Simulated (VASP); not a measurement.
Set up this calculation in VASP 6.6.1, as the native input.

```yaml
Task: single point
Functional: PBE
Potentials_or_basis: VASP PAW PBE potentials, release 64 (Dy)
Cutoff: 520 eV
k_mesh: 13 × 13 × 7
Occupations: fermi-dirac, width 0.05 eV
Spin: collinear spin, ferromagnetic start
Starting_moments: "[4.781, 4.781] μB"
Dipole_correction: no
Further_INCAR_settings: ALGO = Normal; EDIFF = 1e-07; NBANDS = 31
```

The structure of Dy lies in POSCAR:

```
Dy
1.0
    3.6385976766      0.0000000000      0.0000000000
   -1.8192988383      3.1511180221      0.0000000000
    0.0000000000      0.0000000000      5.8670704110
Dy
2
Direct
    0.3333333333      0.6666666667      0.2500000000
    0.6666666667      0.3333333333      0.7500000000
```

The input as run:

INCAR

```
SYSTEM = Dy
ALGO     = Normal         ! electronic algorithm
EDIFF    = 1E-7           ! SCF threshold, eV
ENCUT    = 520            ! plane-wave cutoff, eV
GGA      = PE             ! functional
ISIF     = 2              ! what is computed and relaxed
ISMEAR   = -1             ! smearing method
ISPIN    = 2              ! spin polarisation
LASPH    = .True.         ! aspherical terms in the spheres
LCHARG   = .True.         ! write CHGCAR
LELF     = .True.         ! ELF
LMAXMIX  = 6              ! l up to which the mixer works
LORBIT   = 11             ! projections on sites
LREAL    = .False.        ! projectors in reciprocal space
LVHAR    = .True.       
LWAVE    = .False.        ! write WAVECAR
MAGMOM   = 4.781 4.781    ! initial moments
NBANDS   = 31             ! bands
NELM     = 150            ! most SCF steps
PREC     = Accurate       ! precision mode
SIGMA    = 0.05           ! smearing width, eV
```

KPOINTS

```
k-points
0
Gamma
  13 13 7
  0 0 0
```

Potentials or basis: VASP PAW PBE potentials, release 64 (Dy).

Run with:

```sh
$ cat potpaw_PBE.64/Dy/POTCAR > POTCAR
$ mpirun -np 1 vasp_std > vasp.out
```

Results of the run:

```
Pressure                                              : 0.0 GPa
Net moment                                            : 9.71 μB per cell
Site moments                                          : Dy +4.63 μB
Valence electrons inside the program's atomic spheres : Dy 17.74
```

Caveat: the magnetic or orbital state may not be the lowest.

It took 9.9 min on 1 thread of AMD EPYC 9R45 96-Core Processor (Zen 5), on a shared host, peak memory 0.38 GiB.
